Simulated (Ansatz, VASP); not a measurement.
One calculation of Nb2Si2O, two programs

```
CELL_PARAMETERS angstrom
-2.55758 2.55758 3.13643
2.55758 -2.55758 3.13643
2.55758 2.55758 -3.13643
ATOMIC_POSITIONS crystal
Nb 0.75000 0.25000 0.50000
Nb 0.25000 0.75000 0.50000
Si 0.28349 0.28349 0.00000
Si 0.71651 0.71651 0.00000
O 0.00000 0.00000 0.00000
```

Change from the starting cell: species swapped into the NdCo2B2 type (I4/mmm, No. 139).

Alike in both runs: functional PBE; k mesh 10 × 10 × 10; occupations gaussian, width 0.1 eV; no spin polarisation.

Ansatz relaxed the structure, and its values are those at the end. VASP's run is a single point on that final structure, the one shown.

|  | VASP | Ansatz |
| --- | --- | --- |
| version | VASP 6.6.1 | Ansatz 0.2.0 |
| potentials or method | VASP PAW PBE potentials, release 64 (Nb_sv, Si, O), cutoff 520 eV | scalar-relativistic, plane waves, PAW |
| valence electrons in the cell | 40 | 40 |

Ansatz gave:

```
gap on the k mesh at the Fermi level (eV) : none
pressure (GPa)                            : 0.0
rms of the force components (eV/Å)        : 0.001
```

Task: Which values does VASP return?

Result: gap on the k mesh at the Fermi level (eV): none; pressure (GPa): -0.2; rms of the force components (eV/Å): 0.005.

A gap of «none» marks a metal or a gap that the smearing closes. With one functional, cell and mesh, what is left measures potentials, basis and numerics.
